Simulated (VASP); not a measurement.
Se, 2 atoms in the cell. It takes space group Cmcm (No. 63, orthorhombic). Conventional cell: a = 2.789 Å, b = 8.078 Å, c = 4.613 Å, α = 90.00°, β = 90.00°, γ = 90.00°. Within 3.3 Å of Se (site symmetry m2m) lie 4 Se at 2.53 to 2.79 Å. 

- Program: VASP 6.6.1
- Task: single point
- Functional: PBE
- Potentials or basis: VASP PAW PBE potentials, release 64 (Se)
- Cutoff: 520 eV
- k mesh: 10 × 10 × 6
- Occupations: gaussian, width 0.05 eV
- Spin: no spin polarisation
- Dipole correction: no
- Further INCAR settings: ALGO = Normal; EDIFF = 1e-06; NBANDS = 13

Potentials or basis: VASP PAW PBE potentials, release 64 (Se).

Command:

```console
$ cat potpaw_PBE.64/Se/POTCAR > POTCAR
$ mpirun -np 1 vasp_std > vasp.out
```

Hardware: 1 thread of Intel Xeon 6975P-C, on a shared host.

Problem. Estimate the wall time of this run.

Solution. It took 32 s on 1 thread of Intel Xeon 6975P-C, with other jobs on the host, peak memory 0.22 GiB. Counts: scf iterations 11, k points 124.
